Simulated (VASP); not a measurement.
The system is Hf.

```xyz
2
Lattice="3.1967 0.0000 0.0000 -1.5983 2.7684 0.0000 0.0000 0.0000 5.0578" Properties=species:S:1:pos:R:3 pbc="T T T"
Hf    0.0000    1.8456    1.2645
Hf    1.5984    0.9228    3.7934
```

```yaml
Program: VASP 6.6.1
Task: relaxation of cell and atoms
Functional: PBEsol
Potentials_or_basis: VASP PAW PBE potentials, release 64 (Hf_pv)
Cutoff: 500 eV
k_mesh: 18 × 18 × 10
Occupations: fermi-dirac, width 0.1 eV
Spin: no spin polarisation
```

At the start: pressure -4.1 GPa; volume 22.38 Å³/atom.

**Question.** Where does the relaxation end?

**Answer.** Over 8 steps the energy falls by 11.0 meV/atom and the volume is 21.54 Å³/atom (-3.7 %); space group P6_3/mmc (No. 194, to 0.1 Å) before and after.

The path:
| step | energy change (eV) | largest force (eV/Å) | pressure (GPa) | volume (Å³) |
| --- | --- | --- | --- | --- |
| 1 | 0.0000 | 0.0000 | -4.10 | 44.76 |
| 2 | 0.0112 | 0.0000 | 5.71 | 41.15 |
| 3 | -0.0220 | 0.0000 | -0.04 | 43.10 |
| 4 | -0.0220 | 0.0000 | 0.05 | 43.07 |
| 5 | -0.0221 | 0.0000 | -0.05 | 43.10 |
| 6 | -0.0221 | 0.0000 | -0.04 | 43.10 |
| 7 | -0.0221 | 0.0000 | 0.01 | 43.08 |
| 8 | -0.0221 | 0.0000 | 0.00 | 43.08 |

Final structure:
```
Hf
1.0
     3.15533    0.00000    0.00000
    -1.57767    2.73260    0.00000
     0.00000    0.00000    4.99692
Hf
2
Direct
  0.33333 0.66667 0.25000
  0.66667 0.33333 0.75000
```

Caveat: the PAW data sets were made with another functional, which shifts forces and pressure a little.
